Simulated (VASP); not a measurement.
Write the native input for VASP 6.6.1 that does the following.

```yaml
Task: relaxation of cell and atoms
Functional: PBE
Dispersion: D3(BJ)
Potentials_or_basis: VASP PAW PBE potentials, release 64 (Cd_sv_GW, S)
Cutoff: 540 eV
k_mesh: 8 × 8 × 8
Occupations: fermi-dirac, width 0.05 eV
Spin: no spin polarisation
Dipole_correction: no
Second_run: valence_matched
Further_INCAR_settings: ALGO = Normal; EDIFF = 1e-07; IBRION = 2; EDIFFG = -0.01; NSW = 60; ISIF = 3
```

The structure of CdS lies in POSCAR:

```
CdS
1.0
    0.0000000000      2.7532440000      2.7532440000
    2.7532440000      0.0000000000      2.7532440000
    2.7532440000      2.7532440000      0.0000000000
Cd S
1 1
Direct
    0.0000000000      0.0000000000      0.0000000000
    0.5000000000      0.5000000000      0.5000000000
```

These files were run (other wordings do the same):

INCAR

```
SYSTEM = CdS
PREC = Accurate
ENCUT = 540
EDIFF = 1E-7
ISMEAR = -1
SIGMA = 0.05
LREAL = .False.
LASPH = .True.
NELM = 120
ALGO = Normal
ISIF = 3
LWAVE = .False.
LCHARG = .False.
GGA = PE
IVDW = 12
IBRION = 2
NSW = 60
EDIFFG = -0.01
GGA_COMPAT = .False.
NELMIN = 4
```

KPOINTS

```
regular mesh
0
Gamma
  8 8 8
  0 0 0
```

Potentials or basis: VASP PAW PBE potentials, release 64 (Cd_sv_GW, S).

Command:

```console
$ cat potpaw_PBE.64/Cd_sv_GW/POTCAR potpaw_PBE.64/S/POTCAR > POTCAR
$ mpirun -np 1 vasp_std > vasp.out
```

Results of the run:

```
Relaxed volume                         : 19.68 Å³/atom
Relaxed cell                           : a = 3.818 Å, b = 3.818 Å, c = 3.818 Å, α = 60.00°, β = 60.00°, γ = 60.00°
Space group after relaxing (to 0.05 Å) : Fm-3m (No. 225)
Energy gained by relaxing              : 18.1 meV/atom
Ionic steps                            : 3
Pressure after relaxing                : 0.0 GPa
Band gap on the k mesh                 : 0.25 eV, indirect (least direct gap 1.95 eV)
Dispersion energy per atom             : -0.396 eV
```

Run time: 43 s on 1 thread of AMD EPYC 9R45 96-Core Processor (Zen 5), with other jobs on the host, peak memory 0.18 GiB.
